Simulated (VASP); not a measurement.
# BaTiO3 (P4mm) in VASP: further runs

BaTiO3 is run at these levels: PBE; tasks: single point.

All numbers are computed with VASP 6.6.1; they aren't measurements. Logs are shortened: lines on timing, memory, paths and dates and some standing lists are left out, and cuts for length are marked.

## (1) The cell of the first run

Symmetry: P4mm, No. 99, tetragonal system. The conventional cell has a = 4.000 Å, b = 4.000 Å, c = 3.897 Å, α = 90.00°, β = 90.00°, γ = 90.00°. Within 3.6 Å of Ba (site symmetry 4mm) lie 12 O at 2.75 to 2.83 Å and 8 Ti at 3.40 to 3.47 Å. Ti (site symmetry 4mm) has 6 O at 1.82 to 2.08 Å within 2.4 Å. Within 2.4 Å of O (site symmetry 4mm) lie 2 Ti at 1.82 to 2.08 Å. O (site symmetry 2mm) has 2 Ti at 2.00 Å within 2.7 Å.

## (2) Single point, PBE (zz strain of -3 %)

File INCAR:

```
SYSTEM = BaTiO3
PREC = Accurate ; ENCUT = 520
EDIFF = 1E-6 ; ISMEAR = -1
SIGMA = 0.08 ; LREAL = .FALSE.
LASPH = .TRUE. ; NELM = 100
ALGO = Normal ; ISIF = 2
LWAVE = .FALSE. ; LCHARG = .FALSE.
GGA = PE ; NBANDS = 28
```

File KPOINTS:

```
Automatic mesh
0
G
  7 7 7
  0 0 0
```

File POSCAR:

```
BaTiO3
1.0
    3.9998000000      0.0000000000      0.0000000000
    0.0000000000      3.9998000000      0.0000000000
    0.0000000000      0.0000000000      3.8974600000
Ba Ti O
1 1 3
Direct
    0.0000000000      0.0000000000      0.0000000000
    0.5000000000      0.5000000000      0.4820000000
    0.5000000000      0.5000000000      0.0160000000
    0.5000000000      0.0000000000      0.5150000000
    0.0000000000      0.5000000000      0.5150000000
```

Potentials or basis: VASP PAW PBE potentials, release 64 (Ba_sv, Ti_sv, O).

The run is started by

```sh
$ cat potpaw_PBE.64/Ba_sv/POTCAR potpaw_PBE.64/Ti_sv/POTCAR potpaw_PBE.64/O/POTCAR > POTCAR
$ mpirun -np 1 vasp_std > vasp.out
```

OUTCAR:

```text
SYSTEM = BaTiO3
   PREC = Accurate
   ENCUT = 520
   EDIFF = 1E-6
   ISMEAR = -1
   LREAL = .FALSE.
   LASPH = .TRUE.
   NELM = 100
   ISIF = 2
   GGA = PE

 ion  position               nearest neighbor table
   1  0.000  0.000  0.000-   4 2.75   5 2.75   5 2.75   4 2.75   3 2.83   3 2.83   3 2.83   3 2.83
                             4 2.83   5 2.83   5 2.83   4 2.83   2 3.40   2 3.40   2 3.40   2 3.40
   2  0.500  0.500  0.482-   3 1.82   4 2.00   5 2.00   4 2.00   5 2.00   3 2.08   1 3.40   1 3.40
                             1 3.40   1 3.40   1 3.47   1 3.47   1 3.47   1 3.47
   3  0.500  0.500  0.016-   2 1.82   2 2.08   1 2.83   1 2.83   1 2.83   1 2.83
   4  0.500  0.000  0.515-   2 2.00   2 2.00   1 2.75   1 2.75   1 2.83   1 2.83
   5  0.000  0.500  0.515-   2 2.00   2 2.00   1 2.75   1 2.75   1 2.83   1 2.83

  LATTYP: Found a simple tetragonal cell.
 ALAT       =     3.9998000000
 C/A-ratio  =     0.9744137207

  Lattice vectors:

 A1 = (   3.9998000000,   0.0000000000,   0.0000000000)
 A2 = (   0.0000000000,   3.9998000000,   0.0000000000)
 A3 = (   0.0000000000,   0.0000000000,   3.8974600000)

Analysis of symmetry for initial positions (statically):
=====================================================================
 Subroutine PRICEL returns:
 Original cell was already a primitive cell.

 Routine SETGRP: Setting up the symmetry group for a
 simple tetragonal supercell.

 Subroutine GETGRP returns: Found  8 space group operations
 (whereof  8 operations were pure point group operations)
 out of a pool of 16 trial point group operations.

The static configuration has the point symmetry C_4v.

Analysis of symmetry for dynamics (positions and initial velocities):
=====================================================================
 Subroutine PRICEL returns:
 Original cell was already a primitive cell.

 Routine SETGRP: Setting up the symmetry group for a
 simple tetragonal supercell.

 Subroutine GETGRP returns: Found  8 space group operations
 (whereof  8 operations were pure point group operations)
 out of a pool of 16 trial point group operations.

The dynamic configuration has the point symmetry C_4v.

 Subroutine INISYM returns: Found  8 space group operations
 (whereof  8 operations are pure point group operations),
 and found     1 'primitive' translations

----------------------------------------------------------------------------------------

                                     Primitive cell

  volume of cell :      62.3531

  direct lattice vectors                    reciprocal lattice vectors
     3.999800000  0.000000000  0.000000000     0.250012501  0.000000000  0.000000000
     0.000000000  3.999800000  0.000000000     0.000000000  0.250012501  0.000000000
     0.000000000  0.000000000  3.897460000     0.000000000  0.000000000  0.256577361

  length of vectors
     3.999800000  3.999800000  3.897460000     0.250012501  0.250012501  0.256577361

  position of ions in fractional coordinates (direct lattice)
     0.000000000  0.000000000  0.000000000
     0.500000000  0.500000000  0.482000000
     0.500000000  0.500000000  0.016000000
     0.500000000  0.000000000  0.515000000
     0.000000000  0.500000000  0.515000000

  ion indices of the primitive-cell ions
   primitive index   ion index
                 1           1
                 2           2
                 3           3
                 4           4
                 5           5

----------------------------------------------------------------------------------------

 KPOINTS: Automatic mesh

Automatic generation of k-mesh.
 Grid dimensions read from file:
 generate k-points for:    7    7    7

 Generating k-lattice:

  Cartesian coordinates                     Fractional coordinates (reciprocal lattice)
     0.035716072  0.000000000  0.000000000     0.142857143  0.000000000  0.000000000
     0.000000000  0.035716072  0.000000000     0.000000000  0.142857143  0.000000000
     0.000000000  0.000000000  0.036653909     0.000000000  0.000000000  0.142857143

  Length of vectors
     0.035716072  0.035716072  0.036653909

  Shift w.r.t. Gamma in fractional coordinates (k-lattice)
     0.000000000  0.000000000  0.000000000

 Subroutine IBZKPT returns following result:
 ===========================================

 Found     40 irreducible k-points:

 Following reciprocal coordinates:
            Coordinates               Weight
  0.000000  0.000000  0.000000      1.000000
  0.142857  0.000000  0.000000      4.000000
  0.285714  0.000000  0.000000      4.000000
  0.428571  0.000000  0.000000      4.000000
  0.142857  0.142857  0.000000      4.000000
  0.285714  0.142857  0.000000      8.000000
[... 16 lines left out ...]
  0.285714  0.000000  0.285714      8.000000
  0.428571  0.000000  0.285714      8.000000
 [... further k-points ...]
   k-points           NKPTS =     40   k-points in BZ     NKDIM =     40   number of bands    NBANDS=     28
   number of dos      NEDOS =    301   number of ions     NIONS =      5
   total plane-waves  NPLWV =  27000
   dimension x,y,z NGX =    30 NGY =   30 NGZ =   30
   dimension x,y,z NGXF=    60 NGYF=   60 NGZF=   60
   ions per type =               1   1   3
   NGX,Y,Z   is equivalent  to a cutoff of  12.47, 12.47, 12.80 a.u.
   NGXF,Y,Z  is equivalent  to a cutoff of  24.94, 24.94, 25.59 a.u.
 SYSTEM =  BaTiO3
   PREC   = accura    normal or accurate (medium, high low for compatibility)
   ISTART =      0    job   : 0-new  1-cont  2-samecut
   ICHARG =      2    charge: 1-file 2-atom 10-const
   ISPIN  =      1    spin polarized calculation?
   LNONCOLLINEAR =      F non collinear calculations
   LSORBIT =      F    spin-orbit coupling
   LASPH  =      T    aspherical Exc in radial PAW
   ENCUT  =  520.0 eV  38.22 Ry    6.18 a.u.   7.44  7.44  7.25*2*pi/ulx,y,z
   NELM   =    100;   NELMIN=  2; NELMDL= -5     # of ELM steps
   EDIFF  = 0.1E-05   stopping-criterion for ELM
   LREAL  =      F    real-space projection
   EDIFFG = 0.1E-04   stopping-criterion for IOM
   NSW    =      0    number of steps for IOM
   IBRION =     -1    ionic relax: 0-MD 1-quasi-New 2-CG
   NFREE  =      0    steps in history (QN), initial steepest desc. (CG)
   ISIF   =      2    stress and relaxation
   ISYM   =      2    0-nonsym 1-usesym 2-fastsym
   POTIM  = 0.5000    time-step for ionic-motion
   TEBEG  =    0.0;   TEEND  =   0.0 temperature during run
   PSTRESS=    0.0 pullay stress
   NELECT =      40.0000    total number of electrons
   NUPDOWN=      -1.0000    fix difference up-down
   EMIN   =  10.00;   EMAX   =-10.00  energy-range for DOS
   EFERMI =   0.00;   METHOD = LEGACY
   ISMEAR =    -1;   SIGMA  =   0.08  broadening in eV -4-tet -1-fermi 0-gaus
   EFERMI_NEDOS =   21; number of points for ismear=-14 and -15
   IALGO  =     38    algorithm
   IMIX   =      4    mixing-type and parameters
     AMIX     =   0.40;   BMIX     =  1.00
     AMIX_MAG =   1.60;   BMIX_MAG =  1.00
  volume/ion in A,a.u.               =      12.47        84.16
  Fermi-wavevector in a.u.,A,eV,Ry     =   1.411916  2.668134 27.123293  1.993506
  Thomas-Fermi vector in A             =   2.533718
   LORBIT       =      0    0 simple, 1 ext, 2 COOP (PROOUT), +10 PAW based schemes
   GGA     = PE    functional components
   LHFCALC =     F    Hartree Fock is set to
   AEXX    =    0.0000 exact exchange contribution
   IVDW    =     0    specifies the selected vdW correction
   LEPSILON=     F    determine dielectric tensor
   LRPA    =     F    only Hartree local field effects (RPA)
 non-spin polarized calculation
  energy-cutoff  :      520.00
  volume of cell :       62.35
 maximum number of plane-waves:      1698
 NGX is ok and might be reduce to    30
   NGX = 15   NGY = 15   NGZ = 15

 number of electron      39.9999987 magnetization

 Free energy of the ion-electron system (eV)
  ---------------------------------------------------
  ext. energy  EPLUGINS =         0.00000000
  ---------------------------------------------------
  free energy    TOTEN  =       -39.84900917 eV

  energy without entropy =      -39.84900833  energy(sigma->0) =      -39.84900875

 E-fermi :   5.0391     XC(G=0): -11.4018

 val. band max:        3.9775118245   @ k =   0.4286   0.4286   0.4286
 cond. band min:       5.9009621352   @ k =   0.0000   0.0000   0.0000
 fundamental gap:      1.9234503107
 Fermi energy:         5.0390582852

 k-point     1 :       0.0000    0.0000    0.0000
  band No.  band energies     occupation
      1     -52.3517      2.00000
      2     -28.6521      2.00000
      3     -28.5730      2.00000
      4     -28.5730      2.00000
      5     -20.7125      2.00000
      6     -12.9605      2.00000
[... 20 lines left out ...]
     27       9.2492      0.00000
     28      11.7324      0.00000

 k-point     2 :       0.1429    0.0000    0.0000
  band No.  band energies     occupation
      1     -52.3515      2.00000
      2     -28.6517      2.00000
      3     -28.5833      2.00000
      4     -28.5726      2.00000
      5     -20.6882      2.00000
      6     -12.9991      2.00000
[... 20 lines left out ...]
     27       9.6409      0.00000
     28      12.2023      0.00000

 k-point     3 :       0.2857    0.0000    0.0000
  band No.  band energies     occupation
      1     -52.3510      2.00000
      2     -28.6508      2.00000
      3     -28.6064      2.00000
      4     -28.5717      2.00000
      5     -20.6326      2.00000
      6     -13.1249      2.00000
[... 20 lines left out ...]
     27      10.6120      0.00000
     28      12.5783      0.00000

 k-point     4 :       0.4286    0.0000    0.0000
  band No.  band energies     occupation
      1     -52.3506      2.00000
      2     -28.6501      2.00000
      3     -28.6247      2.00000
      4     -28.5710      2.00000
      5     -20.5869      2.00000
      6     -13.2481      2.00000
[... 578 lines left out ...]
     27      10.9865      0.00000
     28      12.6735      0.00000

 k-point    23 :       0.2857    0.0000    0.2857
  band No.  band energies     occupation
      1     -52.3500      2.00000
      2     -28.6966      2.00000
      3     -28.6038      2.00000
      4     -28.5699      2.00000
      5     -20.5581      2.00000
      6     -12.8240      2.00000
[... 20 lines left out ...]
     27      11.9915      0.00000
     28      12.9198      0.00000

 k-point    24 :       0.4286    0.0000    0.2857
  band No.  band energies     occupation
      1     -52.3497      2.00000
      2     -28.6955      2.00000
      3     -28.6217      2.00000
      4     -28.5692      2.00000
      5     -20.5237      2.00000
      6     -12.8369      2.00000
[... 20 lines left out ...]
     27      12.7481      0.00000
     28      13.1052      0.00000

 [... further k-points ...]
[... 5 lines left out ...]
  --------------------------------------------------------------------------------------
  -------------------------------------------------------------------------------------
  Total        2.9568509      2.9568509      6.5032200      0.0000000      0.0000000      0.0000000
  in kB       75.9769385     75.9769385    167.1016781      0.0000000      0.0000000      0.0000000
  external PRESSURE =     106.3518517 kB  Pullay stress =       0.0000000 kB

 VOLUME and BASIS-vectors are now :
 -----------------------------------------------------------------------------
  energy-cutoff  :      520.00
  volume of cell :       62.35
      direct lattice vectors                 reciprocal lattice vectors
     3.999800000  0.000000000  0.000000000     0.250012501  0.000000000  0.000000000
     0.000000000  3.999800000  0.000000000     0.000000000  0.250012501  0.000000000
     0.000000000  0.000000000  3.897460000     0.000000000  0.000000000  0.256577361

 POSITION                                       TOTAL-FORCE (eV/Angst)
 -----------------------------------------------------------------------------------
      0.00000      0.00000      0.00000         0.000000     -0.000000     -0.022520
      1.99990      1.99990      1.87858         0.000000      0.000000      0.621824
      1.99990      1.99990      0.06236         0.000000     -0.000000     -0.294941
      1.99990      0.00000      2.00719         0.000000     -0.000000     -0.152182
      0.00000      1.99990      2.00719        -0.000000     -0.000000     -0.152182
 -----------------------------------------------------------------------------------
    total drift:                                0.000000      0.000000      0.000290

  FREE ENERGIE OF THE ION-ELECTRON SYSTEM (eV)
  ---------------------------------------------------
  free  energy   TOTEN  =       -39.8490091749 eV

  energy  without entropy=      -39.8490083289  energy(sigma->0) =      -39.84900875
```

Run time: 30 s. Hardware: 1 thread of Intel Xeon 6975P-C (Granite Rapids), shared host; peak memory 0.21 GiB.

Results:

* Free energy: -39.8490 eV
* Pressure: 10.6 GPa
* Largest force: 0.622 eV/Å
* Band gap on the k mesh: 1.92 eV, indirect (least direct gap 2.10 eV)

Forces in eV/Å, atoms in the order of the input:
```
Ba   0.000  0.000 -0.023
Ti   0.000  0.000  0.622
O    0.000  0.000 -0.295
O    0.000  0.000 -0.152
O    0.000  0.000 -0.152
```

Stress tensor (GPa, compression positive):
```
 7.60  0.00  0.00
 0.00  7.60  0.00
 0.00  0.00 16.71
```

Caveat: the cell differs from its parent crystal (zz strain of -3 %); spin-orbit coupling is left out, which moves the levels of the heavy elements. A k mesh can miss the band edges.

## (3) Single point, PBE (zz strain of -1 %)

File INCAR:

```
SYSTEM = BaTiO3
  PREC = Accurate
  ENCUT = 520
  EDIFF = 1E-6
  ISMEAR = -1
  SIGMA = 0.08
  LREAL = .False.
  LASPH = .True.
  NELM = 60
  ALGO = Normal
  ISIF = 2
  LWAVE = .False.
  LCHARG = .True.
  GGA = PE
  LELF = .True.
  LVHAR = .True.
  NBANDS = 28
```

File KPOINTS:

```
Automatic mesh
0
Gamma
  7 7 7
  0 0 0
```

POSCAR, as its differences from that of step 2:

```diff
@@ -4,3 +4,3 @@
     0.0000000000      3.9998000000      0.0000000000
-    0.0000000000      0.0000000000      3.8974600000
+    0.0000000000      0.0000000000      3.9778200000
 Ba Ti O
```

Potentials or basis: VASP PAW PBE potentials, release 64 (Ba_sv, Ti_sv, O).

The run is started by

```sh
$ cat potpaw_PBE.64/Ba_sv/POTCAR potpaw_PBE.64/Ti_sv/POTCAR potpaw_PBE.64/O/POTCAR > POTCAR
$ mpirun -np 1 vasp_std > vasp.out
```

Run time: 31 s. Hardware: 1 thread of Intel Xeon 6975P-C (Granite Rapids), shared host; peak memory 0.21 GiB.

It converged, with:

* Free energy: -39.9522 eV
* Pressure: 6.3 GPa
* Largest force: 0.244 eV/Å
* Band gap on the k mesh: 1.89 eV, indirect (least direct gap 2.11 eV)

Forces on the atoms (eV/Å):
```
Ba   0.000  0.000 -0.053
Ti   0.000  0.000  0.244
O    0.000  0.000  0.122
O    0.000  0.000 -0.156
O    0.000  0.000 -0.156
```

Stress tensor (GPa, compression positive):
```
5.08 0.00 0.00
0.00 5.08 0.00
0.00 0.00 8.87
```

Levels at points of the mesh, in eV from the valence-band top:
```
           k point  band 17  band 18  band 19  band 20  band 21  band 22  band 23  band 24
(0.00, 0.00, 0.00)    -1.03    -0.23    -0.21    -0.21     1.89     2.21     2.21     4.13
```

Caveat: the cell differs from its parent crystal (zz strain of -1 %); spin-orbit coupling is left out, which moves the levels of the heavy elements. A k mesh can miss the band edges.

## (4) Single point, PBE (zz strain of +2 %)

File INCAR:

```
  ALGO = Normal
  EDIFF = 1E-6
  ENCUT = 520
  GGA = PE
  ISIF = 2
  ISMEAR = -1
  LASPH = T
  LCHARG = T
  LELF = T
  LREAL = F
  LVHAR = T
  LWAVE = F
  NBANDS = 28
  NELM = 100
  PREC = Accurate
  SIGMA = 0.08
```

File KPOINTS:

```
k-points
0
Gamma
  7 7 7
```

POSCAR, as its differences from that of step 3:

```diff
@@ -4,3 +4,3 @@
     0.0000000000      3.9998000000      0.0000000000
-    0.0000000000      0.0000000000      3.9778200000
+    0.0000000000      0.0000000000      4.0983600000
 Ba Ti O
```

The run is started by

```sh
$ cat potpaw_PBE.64/Ba_sv/POTCAR potpaw_PBE.64/Ti_sv/POTCAR potpaw_PBE.64/O/POTCAR > POTCAR
$ mpirun -np 1 vasp_std > vasp.out
```

Run time: 33 s. Hardware: 1 thread of Intel Xeon 6975P-C (Granite Rapids), shared host; peak memory 0.21 GiB.

Results (log left out):

* Free energy: -40.0029 eV
* Pressure: 1.1 GPa
* Largest force: 0.622 eV/Å
* Band gap on the k mesh: 1.83 eV, indirect (least direct gap 2.10 eV)

Forces in eV/Å, atoms in the order of the input:
```
Ba   0.000  0.000 -0.098
Ti   0.000  0.000 -0.196
O    0.000  0.000  0.622
O    0.000  0.000 -0.164
O    0.000  0.000 -0.164
```

Stress tensor (GPa, compression positive):
```
 1.77  0.00  0.00
 0.00  1.77  0.00
 0.00  0.00 -0.35
```

Levels at points of the mesh, in eV from the valence-band top:
```tsv
k point	band 16	band 17	band 18	band 19	band 20	band 21	band 22	band 23	band 24	band 25
(0.00, 0.00, 0.00)	-1.14	-1.09	-0.33	-0.27	-0.27	1.83	2.09	2.09	3.99	4.00
```

Caveat: the cell differs from its parent crystal (zz strain of +2 %); spin-orbit coupling is left out, which moves the levels of the heavy elements. A k mesh can miss the band edges.

## (5) Single point, PBE (volume scaled by 0.94)

File INCAR:

```
SYSTEM = BaTiO3
PREC = Accurate ; ENCUT = 520
EDIFF = 1E-7 ; ISMEAR = -1
SIGMA = 0.08 ; LREAL = .FALSE.
LASPH = .TRUE. ; NELM = 60
ALGO = Normal ; ISIF = 2
LWAVE = .FALSE. ; LCHARG = .FALSE.
GGA = PE ; NBANDS = 28
```

File KPOINTS:

```
regular mesh
0
G
  7 7 7
  0 0 0
```

POSCAR, as its differences from that of step 4:

```diff
@@ -2,5 +2,5 @@
 1.0
-    3.9998000000      0.0000000000      0.0000000000
-    0.0000000000      3.9998000000      0.0000000000
-    0.0000000000      0.0000000000      4.0983600000
+    3.9181485176      0.0000000000      0.0000000000
+    0.0000000000      3.9181485176      0.0000000000
+    0.0000000000      0.0000000000      3.9359769848
 Ba Ti O
```

The run is started by

```sh
$ cat potpaw_PBE.64/Ba_sv/POTCAR potpaw_PBE.64/Ti_sv/POTCAR potpaw_PBE.64/O/POTCAR > POTCAR
$ mpirun -np 1 vasp_std > vasp.out
```

It took 74 s on 1 thread of Intel Xeon 6975P-C, shared host; peak memory 0.22 GiB.

Results (log left out):

```
Free energy            : -39.7256 eV
Pressure               : 17.1 GPa
Largest force          : 0.461 eV/Å
Band gap on the k mesh : 2.01 eV, indirect (least direct gap 2.18 eV)
```

Forces in eV/Å, atoms in the order of the input:
```
Ba   0.000  0.000 -0.029
Ti   0.000  0.000  0.461
O    0.000  0.000 -0.185
O    0.000  0.000 -0.124
O    0.000  0.000 -0.124
```

Stress tensor (GPa, compression positive):
```
16.45  0.00  0.00
 0.00 16.45  0.00
 0.00  0.00 18.50
```

Levels at points of the mesh, in eV from the valence-band top:
```
           k point  band 17  band 18  band 19  band 20  band 21  band 22  band 23  band 24
(0.00, 0.00, 0.00)    -1.15    -0.20    -0.18    -0.18     2.01     2.33     2.33     4.53
```

Caveat: spin-orbit coupling is left out, which moves the levels of the heavy elements. A k mesh can miss the band edges.

## (6) The runs side by side

| cell | gap on the mesh (eV) | pressure (GPa) | largest force (eV/Å) |
| --- | --- | --- | --- |
| a = 4.000, b = 4.000, c = 3.897 Å, 5 atoms | 1.92 | 10.6 | 0.62 |
| a = 4.000, b = 4.000, c = 3.978 Å, 5 atoms | 1.89 | 6.3 | 0.24 |
| a = 4.000, b = 4.000, c = 4.098 Å, 5 atoms | 1.83 | 1.1 | 0.62 |
| a = 3.918, b = 3.918, c = 3.936 Å, 5 atoms | 2.01 | 17.1 | 0.46 |

Alike in all rows: task single point; level PBE; potentials or basis VASP PAW PBE potentials, release 64 (Ba_sv, Ti_sv, O); no spin polarisation; k mesh 7 × 7 × 7; cutoff (eV) 520; smearing fermi-dirac 0.08 eV.

Caveats: spin-orbit coupling is left out, which moves the levels of the heavy elements.

Absolute energies hang on the potentials; compare differences alone.
